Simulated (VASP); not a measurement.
# Mg2Te3O (P4mm) in VASP: further runs

Mg2Te3O is run at these levels: PBE; tasks: relaxation of cell and atoms, single point.

Everything below comes from runs of VASP 6.6.1. Logs are shortened: lines on timing, memory, paths and dates and some standing lists are left out, and cuts for length are marked.

### Step 1. The cell of the first run

The structure is tetragonal, space group P4mm (No. 99). The conventional cell has a = 3.913 Å, b = 3.913 Å, c = 9.538 Å, α = 90.00°, β = 90.00°, γ = 90.00°. Mg (site symmetry 4mm) has 6 Te at 3.02 to 3.23 Å and 4 O at 3.14 Å and 4 Mg at 3.91 Å within 4.0 Å. Mg (site symmetry 4mm) has 1 O at 3.13 Å and 9 Te at 3.20 to 3.25 Å and 4 Mg at 3.91 Å within 4.1 Å. Te (site symmetry 4mm) has 9 Te at 3.17 to 3.91 Å and 5 Mg at 3.23 to 3.24 Å within 4.2 Å. Within 4.0 Å of Te (site symmetry 4mm) lie 5 Mg at 3.02 to 3.20 Å and 4 O at 3.16 Å and 5 Te at 3.29 to 3.91 Å. Te (site symmetry 4mm) has 1 O at 3.16 Å and 8 Te at 3.17 to 3.91 Å and 5 Mg at 3.23 to 3.25 Å within 4.2 Å. Within 4.1 Å of O (site symmetry 4mm) lie 5 Mg at 3.13 to 3.14 Å and 5 Te at 3.16 Å and 4 O at 3.91 Å.

The cell was generated, and may not be a known phase.

### Step 2. Relaxation of cell and atoms, PBE

INCAR

```
  ALGO = Normal
  EDIFF = 1E-7
  EDIFFG = -0.04
  ENCUT = 600
  GGA = PE
  IBRION = 2
  ISIF = 3
  ISMEAR = 0
  LASPH = T
  LCHARG = F
  LREAL = F
  LWAVE = F
  NELM = 80
  NSW = 90
  PREC = Accurate
  SIGMA = 0.1
```

KPOINTS

```
k-points
0
Gamma
  4 4 2
```

POSCAR

```
Mg2Te3O
1.0
    3.9125763400      0.0000000000      0.0000000000
    0.0000000000      3.9125763400      0.0000000000
    0.0000000000      0.0000000000      9.5376593000
Mg Te O
2 3 1
Direct
    0.0000000000      0.0000000000      0.0094770000
    0.5000000000      0.5000000000      0.4938240100
    0.0000000000      0.0000000000      0.6709480300
    0.0000000000      0.0000000000      0.3257620000
    0.5000000000      0.5000000000      0.8341779700
    0.5000000000      0.5000000000      0.1658110000
```

Potentials or basis: VASP PAW PBE potentials, release 64 (Mg, Te, O).

On the command line:

```console
$ cat potpaw_PBE.64/Mg/POTCAR potpaw_PBE.64/Te/POTCAR potpaw_PBE.64/O/POTCAR > POTCAR
$ mpirun -np 1 vasp_std > vasp.out
```

OUTCAR:

```text
EDIFF = 1E-7
   EDIFFG = -0.04
   ENCUT = 600
   GGA = PE
   IBRION = 2
   ISIF = 3
   ISMEAR = 0
   LASPH = T
   LREAL = F
   NELM = 80
   NSW = 90
   PREC = Accurate

 ion  position               nearest neighbor table
   1  0.000  0.000  0.009-   4 3.02   3 3.23   5 3.23   5 3.23   5 3.23   5 3.23
   2  0.500  0.500  0.494-   4 3.20   4 3.20   4 3.20   4 3.20   3 3.24   3 3.24   3 3.24   3 3.24
                             5 3.25
   3  0.000  0.000  0.671-   5 3.17   5 3.17   5 3.17   5 3.17   1 3.23   2 3.24   2 3.24   2 3.24
                             2 3.24   4 3.29
   4  0.000  0.000  0.326-   1 3.02   2 3.20   2 3.20   2 3.20   2 3.20   3 3.29
   5  0.500  0.500  0.834-   3 3.17   3 3.17   3 3.17   3 3.17   1 3.23   1 3.23   1 3.23   1 3.23
                             2 3.25
   6  0.500  0.500  0.166-

  LATTYP: Found a simple tetragonal cell.
 ALAT       =     3.9125763400
 C/A-ratio  =     2.4376928323

  Lattice vectors:

 A1 = (   3.9125763400,   0.0000000000,   0.0000000000)
 A2 = (   0.0000000000,   3.9125763400,   0.0000000000)
 A3 = (   0.0000000000,   0.0000000000,   9.5376593000)

Analysis of symmetry for initial positions (statically):
=====================================================================
 Subroutine PRICEL returns:
 Original cell was already a primitive cell.

 Routine SETGRP: Setting up the symmetry group for a
 simple tetragonal supercell.

 Subroutine GETGRP returns: Found  8 space group operations
 (whereof  8 operations were pure point group operations)
 out of a pool of 16 trial point group operations.

The static configuration has the point symmetry C_4v.

Analysis of symmetry for dynamics (positions and initial velocities):
=====================================================================
 Subroutine PRICEL returns:
 Original cell was already a primitive cell.

 Routine SETGRP: Setting up the symmetry group for a
 simple tetragonal supercell.

 Subroutine GETGRP returns: Found  8 space group operations
 (whereof  8 operations were pure point group operations)
 out of a pool of 16 trial point group operations.

The dynamic configuration has the point symmetry C_4v.

 Subroutine INISYM returns: Found  8 space group operations
 (whereof  8 operations are pure point group operations),
 and found     1 'primitive' translations

----------------------------------------------------------------------------------------

                                     Primitive cell

  volume of cell :     146.0049

  direct lattice vectors                    reciprocal lattice vectors
     3.912576340  0.000000000  0.000000000     0.255586067  0.000000000  0.000000000
     0.000000000  3.912576340  0.000000000     0.000000000  0.255586067  0.000000000
     0.000000000  0.000000000  9.537659300     0.000000000  0.000000000  0.104847528

  length of vectors
     3.912576340  3.912576340  9.537659300     0.255586067  0.255586067  0.104847528

  position of ions in fractional coordinates (direct lattice)
     0.000000000  0.000000000  0.009477000
     0.500000000  0.500000000  0.493824010
     0.000000000  0.000000000  0.670948030
     0.000000000  0.000000000  0.325762000
     0.500000000  0.500000000  0.834177970
     0.500000000  0.500000000  0.165811000

  ion indices of the primitive-cell ions
   primitive index   ion index
                 1           1
                 2           2
                 3           3
                 4           4
                 5           5
                 6           6

----------------------------------------------------------------------------------------

 KPOINTS: k-points

Automatic generation of k-mesh.
 Grid dimensions read from file:
 generate k-points for:    4    4    2

 Generating k-lattice:

  Cartesian coordinates                     Fractional coordinates (reciprocal lattice)
     0.063896517  0.000000000  0.000000000     0.250000000  0.000000000  0.000000000
     0.000000000  0.063896517  0.000000000     0.000000000  0.250000000  0.000000000
     0.000000000  0.000000000  0.052423764     0.000000000  0.000000000  0.500000000

  Length of vectors
     0.063896517  0.063896517  0.052423764

  Shift w.r.t. Gamma in fractional coordinates (k-lattice)
     0.000000000  0.000000000  0.000000000

 Subroutine IBZKPT returns following result:
 ===========================================

 Found     12 irreducible k-points:

 Following reciprocal coordinates:
            Coordinates               Weight
  0.000000  0.000000  0.000000      1.000000
  0.250000  0.000000  0.000000      4.000000
  0.500000  0.000000  0.000000      2.000000
  0.250000  0.250000  0.000000      4.000000
  0.500000  0.250000  0.000000      4.000000
  0.500000  0.500000  0.000000      1.000000
  0.000000  0.000000  0.500000      1.000000
  0.250000  0.000000  0.500000      4.000000
  0.500000  0.000000  0.500000      2.000000
  0.250000  0.250000  0.500000      4.000000
  0.500000  0.250000  0.500000      4.000000
  0.500000  0.500000  0.500000      1.000000
   k-points           NKPTS =     12   k-points in BZ     NKDIM =     12   number of bands    NBANDS=     18
   number of dos      NEDOS =    301   number of ions     NIONS =      6
   total plane-waves  NPLWV =  81920
   dimension x,y,z NGX =    32 NGY =   32 NGZ =   80
   dimension x,y,z NGXF=    64 NGYF=   64 NGZF=  160
   ions per type =               2   3   1
   NGX,Y,Z   is equivalent  to a cutoff of  13.60, 13.60, 13.94 a.u.
   NGXF,Y,Z  is equivalent  to a cutoff of  27.19, 27.19, 27.89 a.u.
 SYSTEM =  unknown system
   PREC   = accura    normal or accurate (medium, high low for compatibility)
   ISTART =      0    job   : 0-new  1-cont  2-samecut
   ICHARG =      2    charge: 1-file 2-atom 10-const
   ISPIN  =      1    spin polarized calculation?
   LNONCOLLINEAR =      F non collinear calculations
   LSORBIT =      F    spin-orbit coupling
   LASPH  =      T    aspherical Exc in radial PAW
   ENCUT  =  600.0 eV  44.10 Ry    6.64 a.u.   7.81  7.81 19.05*2*pi/ulx,y,z
   NELM   =     80;   NELMIN=  2; NELMDL= -5     # of ELM steps
   EDIFF  = 0.1E-06   stopping-criterion for ELM
   LREAL  =      F    real-space projection
   EDIFFG = -.4E-01   stopping-criterion for IOM
   NSW    =     90    number of steps for IOM
   IBRION =      2    ionic relax: 0-MD 1-quasi-New 2-CG
   NFREE  =      1    steps in history (QN), initial steepest desc. (CG)
   ISIF   =      3    stress and relaxation
   ISYM   =      2    0-nonsym 1-usesym 2-fastsym
   POTIM  = 0.5000    time-step for ionic-motion
   TEBEG  =    0.0;   TEEND  =   0.0 temperature during run
   PSTRESS=    0.0 pullay stress
   NELECT =      28.0000    total number of electrons
   NUPDOWN=      -1.0000    fix difference up-down
   EMIN   =  10.00;   EMAX   =-10.00  energy-range for DOS
   EFERMI =   0.00;   METHOD = LEGACY
   ISMEAR =     0;   SIGMA  =   0.10  broadening in eV -4-tet -1-fermi 0-gaus
   EFERMI_NEDOS =   21; number of points for ismear=-14 and -15
   IALGO  =     38    algorithm
   IMIX   =      4    mixing-type and parameters
     AMIX     =   0.40;   BMIX     =  1.00
     AMIX_MAG =   1.60;   BMIX_MAG =  1.00
  volume/ion in A,a.u.               =      24.33       164.21
  Fermi-wavevector in a.u.,A,eV,Ry     =   0.944072  1.784037 12.126486  0.891272
  Thomas-Fermi vector in A             =   2.071841
   LORBIT       =      0    0 simple, 1 ext, 2 COOP (PROOUT), +10 PAW based schemes
   GGA     = PE    functional components
   LHFCALC =     F    Hartree Fock is set to
   AEXX    =    0.0000 exact exchange contribution
   IVDW    =     0    specifies the selected vdW correction
   LEPSILON=     F    determine dielectric tensor
   LRPA    =     F    only Hartree local field effects (RPA)
 conjugate gradient relaxation of ions
 non-spin polarized calculation
 Gauss-broadening in eV      SIGMA  =   0.10
  energy-cutoff  :      600.00
  volume of cell :      146.00
 maximum number of plane-waves:      4896
 NGX is ok and might be reduce to    32
   NGX = 15   NGY = 15   NGZ = 39

--------------------------------------- Ionic step        1  -------------------------------------------

 number of electron      27.9999995 magnetization

 Free energy of the ion-electron system (eV)
  ---------------------------------------------------
  ext. energy  EPLUGINS =         0.00000000
  ---------------------------------------------------
  free energy    TOTEN  =       -17.42622364 eV

  energy without entropy =      -17.39717503  energy(sigma->0) =      -17.41169934

------------------------ aborting loop because EDIFF is reached ----------------------------------------

  FORCE on cell =-STRESS in cart. coord.  units (eV):
  Direction    XX          YY          ZZ          XY          YZ          ZX
  --------------------------------------------------------------------------------------
  -------------------------------------------------------------------------------------
  Total       -2.8959505     -2.8959505     -4.0700718      0.0000000      0.0000000      0.0000000
  in kB      -31.7785633    -31.7785633    -44.6627235      0.0000000      0.0000000      0.0000000
  external PRESSURE =     -36.0732834 kB  Pullay stress =       0.0000000 kB
[... 101 lines left out ...]
  FREE ENERGIE OF THE ION-ELECTRON SYSTEM (eV)
  ---------------------------------------------------
  free  energy   TOTEN  =       -17.8408853153 eV

  energy  without entropy=      -17.8043444403  energy(sigma->0) =      -17.82261488

 E-fermi :   7.0946     XC(G=0): -10.0201

 val. band max:        7.0820727227   @ k =   0.0000   0.0000   0.0000
 cond. band min:       7.2285696896   @ k =   0.5000   0.0000   0.5000
 fundamental gap:      0.1464969669
 Fermi energy:         7.0945500151

 k-point     1 :       0.0000    0.0000    0.0000
  band No.  band energies     occupation
      1     -10.2215      2.00000
      2      -6.5693      2.00000
      3      -5.5707      2.00000
      4      -3.7640      2.00000
      5       1.3204      2.00000
      6       3.2969      2.00000
[... 10 lines left out ...]
     17       8.8355      0.00000
     18       9.8307      0.00000
[... 214 lines left out ...]
      2      -4.7317      2.00000
      3      -3.5366      2.00000
      4      -2.8093      2.00000
      5       1.5272      2.00000
      6       1.5272      2.00000
[... 10 lines left out ...]
     17       8.7293      0.00000
     18       9.8132      0.00000

 E-fermi :   4.7968     XC(G=0):  -8.9012

 val. band max:        4.7740987031   @ k =   0.5000   0.5000   0.0000
 cond. band min:       4.8315624539   @ k =   0.5000   0.2500   0.0000
 fundamental gap:      0.0574637508
 Fermi energy:         4.7968495223

 k-point     1 :       0.0000    0.0000    0.0000
  band No.  band energies     occupation
      1     -16.2027      2.00000
      2      -7.3064      2.00000
      3      -6.7247      2.00000
      4      -5.9208      2.00000
      5      -0.9285      2.00000
      6      -0.4515      2.00000
[... 10 lines left out ...]
     17       6.7908      0.00000
     18       8.2515      0.00000
[... 214 lines left out ...]
      2      -5.7478      2.00000
      3      -5.4670      2.00000
      4      -4.6186      2.00000
      5      -1.8909      2.00000
      6      -1.8909      2.00000
[... 10 lines left out ...]
     17       5.9465      0.00000
     18       7.5130      0.00000

[... ionic steps 4 to 31 ...]

--------------------------------------- Ionic step       32  -------------------------------------------

 number of electron      27.9999999 magnetization

------------------------ aborting loop because EDIFF is reached ----------------------------------------

  FORCE on cell =-STRESS in cart. coord.  units (eV):
  Direction    XX          YY          ZZ          XY          YZ          ZX
  --------------------------------------------------------------------------------------
  -------------------------------------------------------------------------------------
  Total       -0.1828010     -0.1828010     -0.1298336      0.0000000     -0.0000000      0.0000000
  in kB       -2.2183907     -2.2183907     -1.5756024      0.0000000     -0.0000000      0.0000000
  external PRESSURE =      -2.0041280 kB  Pullay stress =       0.0000000 kB
[... 65 lines left out ...]
  energy  without entropy=      -22.0934483645  energy(sigma->0) =      -22.09935364

--------------------------------------- Ionic step       34  -------------------------------------------

 number of electron      27.9999999 magnetization

 Free energy of the ion-electron system (eV)
  ---------------------------------------------------
  ext. energy  EPLUGINS =         0.00000000
  ---------------------------------------------------
  free energy    TOTEN  =       -22.10565501 eV

  energy without entropy =      -22.09415317  energy(sigma->0) =      -22.09990409

 E-fermi :   6.5268     XC(G=0):  -9.7100

 val. band max:        6.5118162941   @ k =   0.2500   0.0000   0.0000
 cond. band min:       6.6105843925   @ k =   0.5000   0.5000   0.5000
 fundamental gap:      0.0987680984
 Fermi energy:         6.5267745660

 k-point     1 :       0.0000    0.0000    0.0000
  band No.  band energies     occupation
      1     -11.8433      2.00000
      2      -7.0235      2.00000
      3      -6.7330      2.00000
      4      -5.8907      2.00000
      5      -0.0146      2.00000
      6       1.8033      2.00000
[... 10 lines left out ...]
     17       8.6219      0.00000
     18      10.3391      0.00000
[... 262 lines left out ...]
  FREE ENERGIE OF THE ION-ELECTRON SYSTEM (eV)
  ---------------------------------------------------
  free  energy   TOTEN  =       -22.1056550107 eV

  energy  without entropy=      -22.0941531699  energy(sigma->0) =      -22.09990409

 reached required accuracy - stopping structural energy minimisation
```

It took 10 min on 1 thread of Intel Xeon 6975P-C (Granite Rapids), shared host; peak memory 0.31 GiB.

Results:

| Item | Value |
| --- | --- |
| Free energy | -22.1057 eV |
| Relaxed volume | 21.96 Å³/atom |
| Relaxed cell | a = 3.206 Å, b = 3.206 Å, c = 12.818 Å, α = 90.00°, β = 90.00°, γ = 90.00° |
| Space group after relaxing (to 0.1 Å) | P4mm (No. 99) |
| Energy gained by relaxing | 779.9 meV/atom |
| Ionic steps | 34 |
| Pressure after relaxing | -0.1 GPa |
| Largest force after relaxing | 0.039 eV/Å |
| Band gap on the k mesh | zero (bands 14 and 15 overlap by 3.05 eV) |

Forces in eV/Å, atoms in the order of the input:
```
Mg   0.000  0.000  0.003
Mg   0.000  0.000 -0.036
Te   0.000  0.000  0.039
Te   0.000  0.000  0.020
Te   0.000  0.000 -0.012
O    0.000  0.000 -0.016
```

Step by step:
| step | energy change (eV) | largest force (eV/Å) | pressure (GPa) | volume (Å³) |
| --- | --- | --- | --- | --- |
| 1 | 0.0000 | 1.3284 | -3.61 | 146.00 |
| 2 | -0.3423 | 1.4812 | -0.19 | 134.73 |
| 3 | -0.4147 | 1.7915 | 3.81 | 126.18 |
| 4 | -0.6355 | 1.5613 | 4.24 | 124.79 |
| 5 | -0.9946 | 1.5589 | 7.65 | 120.65 |
| 6 | -1.3125 | 1.6445 | 5.69 | 123.89 |
| 7 | -1.9264 | 1.3070 | 2.66 | 133.81 |
| 8 | -0.8222 | 11.6525 | 6.94 | 154.48 |
| 9 | -2.0159 | 1.0737 | 3.16 | 137.05 |
| 10 | -2.0315 | 1.7731 | 3.15 | 139.56 |
| 11 | -2.1948 | 0.9791 | -0.06 | 144.22 |
| 12 | -2.2062 | 1.3874 | -1.11 | 146.12 |
| 13 | -2.3090 | 1.4321 | -1.26 | 145.93 |
| 14 | -2.7140 | 1.4219 | -1.67 | 145.21 |
| 15 | -3.5445 | 0.6318 | -2.27 | 143.19 |
| 16 | -3.8494 | 2.0610 | -0.14 | 136.97 |
| 17 | -4.0104 | 1.0929 | -1.48 | 139.75 |
| 18 | -4.0977 | 1.0652 | -1.38 | 138.59 |
| 19 | -4.1609 | 1.2502 | -1.15 | 136.55 |
| 20 | -4.2385 | 1.2276 | -1.08 | 135.69 |
| 21 | -4.4375 | 1.0785 | -0.50 | 133.11 |
| 22 | -4.6339 | 0.3793 | 1.85 | 128.05 |
| 23 | -4.6358 | 0.2637 | 2.24 | 127.39 |
| 24 | -4.6705 | 0.1821 | 0.03 | 131.19 |
| 25 | -4.6705 | 0.1835 | 0.01 | 131.24 |
| 26 | -4.6727 | 0.1490 | -0.01 | 131.37 |
| 27 | -4.6766 | 0.0650 | -0.04 | 131.75 |
| 28 | -4.6771 | 0.0828 | -0.05 | 131.93 |
| 29 | -4.6781 | 0.0456 | 0.01 | 131.79 |
| 30 | -4.6783 | 0.0526 | 0.04 | 131.71 |
| 31 | -4.6787 | 0.0490 | -0.06 | 131.84 |
| 32 | -4.6789 | 0.0435 | -0.20 | 132.02 |
| 33 | -4.6790 | 0.0426 | -0.19 | 131.96 |
| 34 | -4.6794 | 0.0393 | -0.13 | 131.78 |

Final structure:
```
Mg Te O
1.0
     3.20634    0.00000    0.00000
     0.00000    3.20634    0.00000
     0.00000    0.00000   12.81782
Mg Te O
2 3 1
Direct
  0.00000 0.00000 0.08143
  0.50000 0.50000 0.48730
  0.00000 0.00000 0.64737
  0.00000 0.00000 0.32149
  0.50000 0.50000 0.88564
  0.50000 0.50000 0.07678
```

Caveat: the k points lie up to 0.49 Å⁻¹ apart in the final cell, too coarse for converged energies and pressures of a metal; a cell axis changed by over 15 % at a fixed basis, so the end point is rough; spin-orbit coupling is left out, which moves the levels of the heavy elements.

(Continued in part 2 of 2.)

The gap in the log of VASP goes by the Fermi energy; the results here count the filled bands.